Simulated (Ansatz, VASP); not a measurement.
## InP in VASP and in Ansatz

```
In P
1.0
     0.00000    2.93926    2.93926
     2.93926    0.00000    2.93926
     2.93926    2.93926    0.00000
In P
1 1
Cartesian
  0.0000 0.0000 0.0000
  4.4089 4.4089 4.4089
```

Alike in both runs: functional PBEsol; k mesh 10 × 10 × 10; occupations gaussian, width 0.02 eV; no spin polarisation.

Ansatz relaxed the structure, and its values are those at the end. VASP's run is a single point on that final structure, the one shown.

|  | VASP | Ansatz |
| --- | --- | --- |
| version | VASP 6.6.1 | Ansatz 0.2.0 |
| potentials or method | VASP PAW PBE potentials, release 64 (In_d, P), cutoff 500 eV | scalar-relativistic, plane waves, PAW |
| valence electrons in the cell | 18 | 18 |

|  | VASP | Ansatz | Ansatz less VASP |
| --- | --- | --- | --- |
| gap on the k mesh at the Fermi level (eV) | 0.57 | 0.57 | +0.002 |
| least direct gap on the mesh (eV) | 0.57 | 0.57 | +0.002 |
| pressure (GPa) | 0.0 | 0.0 | +0.01 |

VASP's potentials were made for PBE, not for PBEsol. The functional is the same, so the differences come from potentials, cutoffs and numerics.
